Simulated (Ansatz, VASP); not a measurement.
**Two plane-wave programs on Al3GaN4**

Contents of INCAR:

```
SYSTEM = Al3GaN4
  ALGO = Normal
  EDIFF = 1E-7
  ENCUT = 520
  GGA = PS
  ISIF = 2
  ISMEAR = 0
  LASPH = .TRUE.
  LCHARG = .FALSE.
  LREAL = .FALSE.
  LWAVE = .FALSE.
  NBANDS = 31
  NELM = 60
  PREC = Accurate
  SIGMA = 0.05
```

The input KPOINTS:

```
k-points
0
G
  6 6 6
  0 0 0
```

The input POSCAR:

```
Al3GaN4
1.0
    4.4014385300      0.0000000000      0.0000000000
    0.0000000000      4.4014385300      0.0000000000
    0.0000000000      0.0000000000      4.4014385300
Al Ga N
3 1 4
Direct
    0.5077450227      0.5077450227      0.0081153023
    0.5000000000      0.0000000000      0.5000000000
    0.0000000000      0.5000000000      0.5000000000
    0.0000000000      0.0000000000      0.0000000000
    0.7441634300      0.7441634300      0.2558365700
    0.7441634300      0.2558365700      0.7441634300
    0.2558365700      0.7441634300      0.7441634300
    0.2558365700      0.2558365700      0.2558365700
```

Input for Ansatz:

```yaml
crystal:
  lattice:
    - [4.40143853, 0.0, 0.0]
    - [0.0, 4.40143853, 0.0]
    - [0.0, 0.0, 4.40143853]
  atoms:
    - { symbol: Al, position: [0.5077450227, 0.5077450227, 0.0081153023] }
    - { symbol: Al, position: [0.5, 0.0, 0.5] }
    - { symbol: Al, position: [0.0, 0.5, 0.5] }
    - { symbol: Ga, position: [0.0, 0.0, 0.0] }
    - { symbol: "N", position: [0.74416343, 0.74416343, 0.25583657] }
    - { symbol: "N", position: [0.74416343, 0.25583657, 0.74416343] }
    - { symbol: "N", position: [0.25583657, 0.74416343, 0.74416343] }
    - { symbol: "N", position: [0.25583657, 0.25583657, 0.25583657] }
basis:
  ecutwfc: 420
kpoints:
  mp_grid: { grid: [6, 6, 6] }
hamiltonian:
  xc: pbesol
scf:
  occupations: { method: gaussian, width: 0.05 }
output:
  forces: true
  stress: true
  eigenvalues: true
```

Alike in both runs: task single point; functional PBEsol; k mesh 6 × 6 × 6; occupations gaussian, width 0.05 eV; no spin polarisation.

|  | VASP | Ansatz |
| --- | --- | --- |
| version | VASP 6.6.1 | Ansatz 0.2.0 |
| potentials or method | VASP PAW PBE potentials, release 64 (Al, Ga_d, N), cutoff 520 eV | scalar-relativistic, plane waves, PAW |
| valence electrons in the cell | 42 | 42 |

```tsv
	VASP	Ansatz	Ansatz less VASP
gap on the k mesh at the Fermi level (eV)	3.22	3.22	+0.005
least direct gap on the mesh (eV)	3.22	3.22	+0.005
pressure (GPa)	0.9	0.9	+0.06
traceless stress, the component that is largest in VASP (GPa)	0.76	0.75	-0.015
rms of the force components (eV/Å)	0.332	0.329	-0.0032
```

VASP's potentials were made for PBE, not for PBEsol. Atom by atom the forces differ by 0.005 eV/Å (rms over components).
